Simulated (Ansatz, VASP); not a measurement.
## One calculation of Si3Te, two programs

The input INCAR:

```
ALGO     = Normal         # electronic algorithm
EDIFF    = 1E-7           # SCF threshold, eV
EDIFFG   = -0.04          # ionic threshold
ENCUT    = 500            # plane-wave cutoff, eV
GGA      = PE             # functional
GGA_COMPAT= F            
IBRION   = 2              # ionic algorithm
ISIF     = 3              # what is computed and relaxed
ISMEAR   = 0              # smearing method
LASPH    = T              # aspherical terms in the spheres
LCHARG   = F              # write CHGCAR
LREAL    = F              # projectors in reciprocal space
LWAVE    = F              # write WAVECAR
NELM     = 120            # most SCF steps
NELMIN   = 4            
NSW      = 90             # ionic steps
PREC     = Accurate       # precision mode
SIGMA    = 0.1            # smearing width, eV
```

KPOINTS

```
k-points
0
Gamma
  6 6 2
```

Contents of POSCAR:

```
Si3Te
1.0
    3.0662038100      0.0000000000      0.0000000000
    0.0000000000      3.0662038100      0.0000000000
    0.0000000000      0.0000000000      8.2916719000
Si Te
3 1
Direct
    0.0000000000      0.0000000000      0.5000000000
    0.5000000000      0.5000000000      0.2261155100
    0.5000000000      0.5000000000      0.7738844900
    0.0000000000      0.0000000000      0.0000000000
```

Input for Ansatz:

```yaml
crystal:
  lattice:
    - [3.06620381, 0.0, 0.0]
    - [0.0, 3.06620381, 0.0]
    - [0.0, 0.0, 8.2916719]
  atoms:
    - { symbol: Si, position: [0.0, 0.0, 0.5] }
    - { symbol: Si, position: [0.5, 0.5, 0.22611551] }
    - { symbol: Si, position: [0.5, 0.5, 0.77388449] }
    - { symbol: Te, position: [0.0, 0.0, 0.0] }
basis:
  ecutwfc: 420
kpoints:
  mp_grid: { grid: [6, 6, 2] }
hamiltonian:
  xc: pbe
scf:
  occupations: { method: gaussian, width: 0.1 }
  lower_state_search: "off"
output:
  forces: true
  stress: true
  eigenvalues: true
relax:
  adjacent_minimum: "off"
  f_tol: 0.04
  max_steps: 70
  cell: { stress_tol: 0.4 }
```

Change from the starting cell: species swapped into the Al3Cu type (P4/mmm, No. 123).

Alike in both runs: task relaxation of cell and atoms; functional PBE; k mesh 6 × 6 × 2; occupations gaussian, width 0.1 eV; no spin polarisation.

|  | VASP | Ansatz |
| --- | --- | --- |
| version | VASP 6.6.1 | Ansatz 0.2.0 |
| potentials or method | VASP PAW PBE potentials, release 64 (Si, Te), cutoff 500 eV | scalar-relativistic, plane waves, PAW |
| valence electrons in the cell | 18 | 28 |

|  | VASP | Ansatz | Ansatz less VASP |
| --- | --- | --- | --- |
| gap on the k mesh at the Fermi level, each at its own relaxed structure (eV) | none | none | - |
| relaxed volume (Å³/atom) | 18.72 | 19.06 | +0.339 |
| relaxed length of the cell vector where the two differ most in proportion (Å) | 6.370 | 8.005 | +1.6355 |

A gap of «none» marks a metal or a gap that the smearing closes. One of these differences is far larger than is usual between the two programs; its cause wasn't traced. VASP's potentials hold 18 valence electrons a cell and Ansatz's 28, so a difference there can come from the potentials and not from the codes.

The k mesh is coarse, so the values compare programs but aren't converged. Neither program's run includes spin-orbit coupling.
